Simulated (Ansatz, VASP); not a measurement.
## Two plane-wave programs on Ba3H8

```
Ba H
1.0
     0.00000    4.92665    4.92665
     4.92665    0.00000    4.92665
     4.92665    4.92665    0.00000
Ba H
3 8
Direct
  0.25000 0.25000 0.25000
  0.75000 0.75000 0.75000
  0.00000 0.00000 0.00000
  0.44012 0.44012 0.44012
  0.44012 0.44012 0.67965
  0.44012 0.67965 0.44012
  0.67965 0.44012 0.44012
  0.55988 0.55988 0.32035
  0.55988 0.55988 0.55988
  0.55988 0.32035 0.55988
  0.32035 0.55988 0.55988
```

Alike in both runs: functional PBE; k mesh 4 × 4 × 4; occupations gaussian, width 0.1 eV; no spin polarisation.

Ansatz relaxed the structure, and its values are those at the end. VASP's run is a single point on that final structure, the one shown.

|  | VASP | Ansatz |
| --- | --- | --- |
| version | VASP 6.6.1 | Ansatz 0.2.0 |
| potentials or method | VASP PAW PBE potentials, release 64 (Ba_sv, H), cutoff 500 eV | scalar-relativistic, plane waves, PAW |
| valence electrons in the cell | 38 | 38 |

Ansatz gave:

| Property | Result |
| --- | --- |
| gap on the k mesh at the Fermi level (eV) | none |
| pressure (GPa) | 0.3 |
| rms of the force components (eV/Å) | 0.005 |

**Question.** Estimate VASP's values.

**Answer.** gap on the k mesh at the Fermi level (eV): none; pressure (GPa): 0.3; rms of the force components (eV/Å): 0.000.

A gap of «none» marks a metal or a gap that the smearing closes. The functional is the same, so the differences come from potentials, cutoffs and numerics.

Neither program's run includes spin-orbit coupling.
